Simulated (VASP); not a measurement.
A run of VASP 6.6.1 is set up as follows.

File INCAR:

```
ALGO = Normal ; EDIFF = 1E-7
ENCUT = 520 ; GGA = PE
ISIF = 2 ; ISMEAR = 0
LASPH = T ; LCHARG = T
LELF = T ; LREAL = F
LVHAR = T ; LWAVE = F
NBANDS = 66 ; NELM = 60
PREC = Accurate ; SIGMA = 0.02
```

KPOINTS

```
k-points
0
Gamma
  12 12 2
```

Contents of POSCAR:

```
Zn3Se2S
1.0
    3.9838385814      0.0000000000      0.0000000000
   -1.9919192907      3.4501054161      0.0000000000
    0.0000000000      0.0000000000     19.5553813000
Zn Se S
6 4 2
Direct
    0.0000000000      0.0000000000      0.0001200000
    0.0000000000      0.0000000000      0.5001200000
    0.3333333333      0.6666666667      0.1715860000
    0.6666666667      0.3333333333      0.6715860000
    0.6666666667      0.3333333333      0.3286190000
    0.3333333333      0.6666666667      0.8286190000
    0.0000000000      0.0000000000      0.1269310000
    0.0000000000      0.0000000000      0.6269310000
    0.6666666667      0.3333333333      0.4556150000
    0.3333333333      0.6666666667      0.9556150000
    0.3333333333      0.6666666667      0.2921280000
    0.6666666667      0.3333333333      0.7921280000
```

Potentials or basis: VASP PAW PBE potentials, release 64 (Zn, Se, S).

Launch:

```sh
$ cat potpaw_PBE.64/Zn/POTCAR potpaw_PBE.64/Se/POTCAR potpaw_PBE.64/S/POTCAR > POTCAR
$ mpirun -np 1 vasp_std > vasp.out
```

Problem. What does it give for the pressure?

Solution. 0.2 GPa.

Problem. Predict the largest force.

Solution. 0.012 eV/Å.

Forces in eV/Å, atoms in the order of the input:
```
Zn   0.000  0.000 -0.003
Zn   0.000  0.000 -0.003
Zn   0.000  0.000  0.012
Zn   0.000  0.000  0.012
Zn   0.000  0.000 -0.004
Zn   0.000  0.000 -0.004
Se   0.000  0.000  0.000
Se   0.000  0.000  0.000
Se   0.000  0.000 -0.001
Se   0.000  0.000 -0.001
S    0.000  0.000 -0.005
S    0.000  0.000 -0.005
```
